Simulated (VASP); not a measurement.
# MgO3 (Pmmm) in VASP: notebook

Runs on MgO3. Level: PBE. Tasks: single point, relaxation of cell and atoms.

Everything below comes from runs of VASP 6.6.1. Logs are shortened: lines on timing, memory, paths and dates and some standing lists are left out, and cuts for length are marked.

**1. The cell of the first run**

It takes space group Pmmm (No. 47, orthorhombic). Conventional cell: a = 2.801 Å, b = 5.256 Å, c = 6.604 Å, α = 90.00°, β = 90.00°, γ = 90.00°. Within 2.9 Å of Mg (site symmetry mmm) lie 6 O at 1.96 to 2.63 Å and 2 Mg at 2.80 Å. Within 2.6 Å of O (site symmetry m2m) lie 3 O at 1.88 to 2.51 Å and 2 Mg at 1.96 Å. O (site symmetry mmm) has 4 O at 1.88 Å within 2.5 Å.

The cell was generated, and may not be a known phase.

**2. Single point, PBE**

The input, INCAR:

```
SYSTEM = MgO3
PREC = Accurate
ENCUT = 520
EDIFF = 1E-6
ISMEAR = 0
SIGMA = 0.01
LREAL = .FALSE.
LASPH = .TRUE.
NELM = 100
ALGO = Normal
ISIF = 2
LWAVE = .FALSE.
LCHARG = .FALSE.
GGA = PE
NBANDS = 18
```

The input, KPOINTS:

```
Automatic mesh
0
G
  12 8 8
  0 0 0
```

The input, POSCAR:

```
MgO3
1.0
    2.8011551778      0.0000000000      0.0000000000
    0.0000000000      6.6036396354      0.0000000000
    0.0000000000      0.0000000000      5.2555850875
Mg O
1 3
Direct
    0.0000000000      0.0000000000      0.0000000000
    0.5000000000      0.0000000000      0.7388111923
    0.0000000000      0.0000000000      0.5000000000
    0.5000000000      0.0000000000      0.2611888077
```

Potentials or basis: VASP PAW PBE potentials, release 64 (Mg, O).

Started as:

```
> cat potpaw_PBE.64/Mg/POTCAR potpaw_PBE.64/O/POTCAR > POTCAR
> mpirun -np 1 vasp_std > vasp.out
```

OUTCAR:

```text
SYSTEM = MgO3
   PREC = Accurate
   ENCUT = 520
   EDIFF = 1E-6
   ISMEAR = 0
   LREAL = .FALSE.
   LASPH = .TRUE.
   NELM = 100
   ISIF = 2
   GGA = PE

 ion  position               nearest neighbor table
   1  0.000  0.000  0.000-   2 1.96   4 1.96   2 1.96   4 1.96   3 2.63   3 2.63
   2  0.500  0.000  0.739-   3 1.88   3 1.88   1 1.96   1 1.96
   3  0.000  0.000  0.500-   2 1.88   4 1.88   2 1.88   4 1.88   1 2.63   1 2.63
   4  0.500  0.000  0.261-   3 1.88   3 1.88   1 1.96   1 1.96

  LATTYP: Found a simple orthorhombic cell.
 ALAT       =     2.8011551778
 B/A-ratio  =     1.8762206140
 C/A-ratio  =     2.3574701208

  Lattice vectors:

 A1 = (  -2.8011551778,   0.0000000000,   0.0000000000)
 A2 = (   0.0000000000,   0.0000000000,   5.2555850875)
 A3 = (   0.0000000000,   6.6036396354,   0.0000000000)

Analysis of symmetry for initial positions (statically):
=====================================================================
 Subroutine PRICEL returns:
 Original cell was already a primitive cell.

 Routine SETGRP: Setting up the symmetry group for a
 simple orthorhombic supercell.

 Subroutine GETGRP returns: Found  8 space group operations
 (whereof  8 operations were pure point group operations)
 out of a pool of  8 trial point group operations.

The static configuration has the point symmetry D_2h.

Analysis of symmetry for dynamics (positions and initial velocities):
=====================================================================
 Subroutine PRICEL returns:
 Original cell was already a primitive cell.

 Routine SETGRP: Setting up the symmetry group for a
 simple orthorhombic supercell.

 Subroutine GETGRP returns: Found  8 space group operations
 (whereof  8 operations were pure point group operations)
 out of a pool of  8 trial point group operations.

The dynamic configuration has the point symmetry D_2h.

 Subroutine INISYM returns: Found  8 space group operations
 (whereof  8 operations are pure point group operations),
 and found     1 'primitive' translations

----------------------------------------------------------------------------------------

                                     Primitive cell

  volume of cell :      97.2169

  direct lattice vectors                    reciprocal lattice vectors
     2.801155178  0.000000000  0.000000000     0.356995574  0.000000000  0.000000000
     0.000000000  6.603639635  0.000000000     0.000000000  0.151431643  0.000000000
     0.000000000  0.000000000  5.255585088     0.000000000  0.000000000  0.190273772
[... 91 lines left out ...]
   NSW    =      0    number of steps for IOM
   IBRION =     -1    ionic relax: 0-MD 1-quasi-New 2-CG
   NFREE  =      0    steps in history (QN), initial steepest desc. (CG)
   ISIF   =      2    stress and relaxation
   ISYM   =      2    0-nonsym 1-usesym 2-fastsym
   POTIM  = 0.5000    time-step for ionic-motion
   TEBEG  =    0.0;   TEEND  =   0.0 temperature during run
   PSTRESS=    0.0 pullay stress
   NELECT =      20.0000    total number of electrons
   NUPDOWN=      -1.0000    fix difference up-down
   EMIN   =  10.00;   EMAX   =-10.00  energy-range for DOS
   EFERMI =   0.00;   METHOD = LEGACY
   ISMEAR =     0;   SIGMA  =   0.01  broadening in eV -4-tet -1-fermi 0-gaus
   EFERMI_NEDOS =   21; number of points for ismear=-14 and -15
   IALGO  =     38    algorithm
   IMIX   =      4    mixing-type and parameters
     AMIX     =   0.40;   BMIX     =  1.00
     AMIX_MAG =   1.60;   BMIX_MAG =  1.00
  volume/ion in A,a.u.               =      24.30       164.01
  Fermi-wavevector in a.u.,A,eV,Ry     =   0.966431  1.826290 12.707697  0.933989
  Thomas-Fermi vector in A             =   2.096232
   LORBIT       =      0    0 simple, 1 ext, 2 COOP (PROOUT), +10 PAW based schemes
   GGA     = PE    functional components
   LHFCALC =     F    Hartree Fock is set to
   AEXX    =    0.0000 exact exchange contribution
   IVDW    =     0    specifies the selected vdW correction
   LEPSILON=     F    determine dielectric tensor
   LRPA    =     F    only Hartree local field effects (RPA)
 non-spin polarized calculation
 Gauss-broadening in eV      SIGMA  =   0.01
  energy-cutoff  :      520.00
  volume of cell :       97.22
 maximum number of plane-waves:      2642
 NGX is ok and might be reduce to    24
   NGX = 11   NGY = 25   NGZ = 19

 number of electron      19.9999994 magnetization

 Free energy of the ion-electron system (eV)
  ---------------------------------------------------
  ext. energy  EPLUGINS =         0.00000000
  ---------------------------------------------------
  free energy    TOTEN  =       -16.92707477 eV

  energy without entropy =      -16.92685233  energy(sigma->0) =      -16.92696355

 E-fermi :  -2.2340     XC(G=0):  -5.6312

 val. band max:       -2.2350416027   @ k =   0.0000   0.0000   0.3750
 cond. band min:      -2.2322578778   @ k =   0.0833   0.5000   0.5000
 fundamental gap:      0.0027837248
 Fermi energy:        -2.2339560619

 k-point     1 :       0.0000    0.0000    0.0000
  band No.  band energies     occupation
      1     -22.6546      2.00000
      2     -19.5547      2.00000
      3     -17.2743      2.00000
      4      -6.9328      2.00000
      5      -6.4101      2.00000
      6      -5.9783      2.00000
[... 481 lines left out ...]
      5      -6.9063      2.00000
      6      -6.1296      2.00000
[... 10 lines left out ...]
     17       8.4430      0.00000
     18       9.0919      0.00000

 [... further k-points ...]

------------------------ aborting loop because EDIFF is reached ----------------------------------------

  FORCE on cell =-STRESS in cart. coord.  units (eV):
  Direction    XX          YY          ZZ          XY          YZ          ZX
  --------------------------------------------------------------------------------------
  -------------------------------------------------------------------------------------
  Total       -0.0568999     -0.0433669     -0.0647920      0.0000000      0.0000000     -0.0000000
  in kB       -0.9377358     -0.7147055     -1.0678005      0.0000000      0.0000000     -0.0000000
  external PRESSURE =      -0.9067473 kB  Pullay stress =       0.0000000 kB

 VOLUME and BASIS-vectors are now :
 -----------------------------------------------------------------------------
  energy-cutoff  :      520.00
  volume of cell :       97.22
      direct lattice vectors                 reciprocal lattice vectors
     2.801155178  0.000000000  0.000000000     0.356995574  0.000000000  0.000000000
     0.000000000  6.603639635  0.000000000     0.000000000  0.151431643  0.000000000
     0.000000000  0.000000000  5.255585088     0.000000000  0.000000000  0.190273772

 POSITION                                       TOTAL-FORCE (eV/Angst)
 -----------------------------------------------------------------------------------
      0.00000      0.00000      0.00000        -0.000000      0.000000      0.000000
      1.40058      0.00000      3.88289        -0.000000     -0.000000      0.015162
      0.00000      0.00000      2.62779        -0.000000      0.000000      0.000000
      1.40058      0.00000      1.37270         0.000000      0.000000     -0.015162
 -----------------------------------------------------------------------------------
    total drift:                                0.000000     -0.000000      0.000000

  FREE ENERGIE OF THE ION-ELECTRON SYSTEM (eV)
  ---------------------------------------------------
  free  energy   TOTEN  =       -16.9270747724 eV

  energy  without entropy=      -16.9268523297  energy(sigma->0) =      -16.92696355
```

stdout:

```text
POSCAR found type information on POSCAR MgO
 POSCAR found :  2 types and       4 ions
 scaLAPACK will be used
 LDA part: xc-table for (Slater+PW92), standard interpolation
 POSCAR, INCAR and KPOINTS ok, starting setup
 FFT: planning ... GRIDC
 FFT: planning ... GRID_SOFT
 FFT: planning ... GRID
 WAVECAR not read
 entering main loop
```

It took 2.6 min on 1 thread of AMD EPYC 9R45 (Zen 5), shared host; peak memory 0.37 GiB.

What came out:

```
Free energy            : -16.9271 eV
Pressure               : -0.1 GPa
Largest force          : 0.015 eV/Å
Band gap on the k mesh : zero (bands 10 and 11 overlap by 0.01 eV)
```

Forces on the atoms (eV/Å):
```
Mg   0.000  0.000  0.000
O    0.000  0.000  0.015
O    0.000  0.000  0.000
O    0.000  0.000 -0.015
```

**3. Relaxation of cell and atoms, PBE**

This run uses another cell than the first one, of 18.41 Å³/atom.

The input, INCAR:

```
SYSTEM = MgO3
PREC = Accurate
ENCUT = 600
EDIFF = 1E-7
ISMEAR = 0
SIGMA = 0.01
LREAL = .False.
LASPH = .True.
NELM = 60
ALGO = Normal
ISIF = 3
LWAVE = .False.
LCHARG = .False.
GGA = PE
IBRION = 2
NSW = 100
EDIFFG = -0.01
```

The input, KPOINTS:

```
Automatic mesh
0
Gamma
  12 8 8
  0 0 0
```

The input, POSCAR:

```
MgO3
1.0
    2.8134236900      0.0000000000      0.0000000000
    0.0000000000      5.0004631880      0.0000000000
    0.0000000000      0.0000000000      5.2336272872
Mg O
1 3
Direct
    0.0000000000      0.0000000000      0.0000000000
    0.5000000000      0.0000000000      0.7389566281
    0.0000000000      0.0000000000      0.5000000000
    0.5000000000      0.0000000000      0.2610433719
```

Potentials or basis: VASP PAW PBE potentials, release 64 (Mg, O).

Started as:

```
> cat potpaw_PBE.64/Mg/POTCAR potpaw_PBE.64/O/POTCAR > POTCAR
> mpirun -np 1 vasp_std > vasp.out
```

Run time: 18 min. Hardware: 1 thread of AMD EPYC 9R45 (Zen 5), shared host; peak memory 0.34 GiB.

The run converged. Its results:

```yaml
Free_energy: -16.9131 eV
Relaxed_cell: a = 2.799 Å, b = 5.502 Å, c = 5.249 Å, α = 90.00°, β = 90.00°, γ = 90.00°
Space_group_after_relaxing_to_0.1_Å: Pmmm (No. 47)
Energy_gained_by_relaxing: 1.2 meV/atom
Ionic_steps: 18
Pressure_after_relaxing: 0.0 GPa
Band_gap_on_the_k_mesh: zero (bands 10 and 11 overlap by 0.01 eV)
```

Step by step:
```tsv
step	energy change (eV)	largest force (eV/Å)	pressure (GPa)	volume (Å³)
1	0.0000	0.0322	-0.23	73.63
2	-0.0008	0.0241	0.23	73.34
3	-0.0008	0.0157	0.16	73.39
4	-0.0010	0.0131	0.05	73.51
5	-0.0010	0.0124	0.03	73.55
6	-0.0011	0.0016	0.04	73.61
7	-0.0012	0.0359	0.06	73.74
8	-0.0012	0.0359	0.06	73.78
9	-0.0013	0.0348	0.06	73.90
10	-0.0015	0.0331	0.07	74.13
11	-0.0018	0.0297	0.08	74.60
12	-0.0025	0.0230	0.10	75.53
13	-0.0037	0.0100	0.14	77.40
14	-0.0046	0.0162	0.18	81.14
15	-0.0047	0.0069	0.18	79.79
16	-0.0047	0.0107	0.18	80.33
17	-0.0048	0.0029	-0.09	81.08
18	-0.0048	0.0016	0.00	80.84
```

Final structure:
```
Mg O
1.0
     2.79912    0.00000    0.00000
     0.00000    5.50192    0.00000
     0.00000    0.00000    5.24898
Mg O
1 3
Direct
  0.00000 0.00000 0.00000
  0.50000 0.00000 0.73897
  0.00000 0.00000 0.50000
  0.50000 0.00000 0.26103
```

Levels at points of the mesh, in eV from the Fermi level:
| k point | band 7 | band 8 | band 9 | band 10 | band 11 | band 12 | band 13 | band 14 |
| --- | --- | --- | --- | --- | --- | --- | --- | --- |
| (0.00, 0.00, 0.00) | -3.45 | -1.81 | -1.75 | -0.38 | 0.84 | 1.24 | 3.29 | 7.01 |
| (0.50, 0.00, 0.00) | -2.04 | -1.99 | -1.20 | -1.14 | 1.61 | 1.69 | 7.21 | 8.25 |
| (0.00, 0.50, 0.00) | -3.44 | -1.81 | -1.77 | -0.43 | 0.84 | 1.24 | 4.49 | 5.41 |
| (0.50, 0.50, 0.00) | -2.05 | -2.02 | -1.20 | -1.15 | 1.62 | 1.70 | 7.19 | 8.47 |
| (0.00, 0.00, 0.50) | -2.38 | -1.81 | -1.62 | -0.37 | 0.05 | 1.26 | 4.08 | 5.95 |
| (0.50, 0.00, 0.50) | -2.44 | -2.03 | -1.65 | -1.54 | 1.14 | 2.51 | 7.54 | 8.48 |
| (0.00, 0.50, 0.50) | -2.47 | -1.81 | -1.62 | -0.34 | 0.05 | 1.26 | 4.83 | 6.00 |
| (0.50, 0.50, 0.50) | -2.44 | -2.04 | -1.67 | -1.56 | 1.16 | 2.51 | 7.22 | 8.62 |

Caveat: semilocal functionals underestimate gaps, and a narrow one can read as zero.

(Part 1 of 2 ends here.)
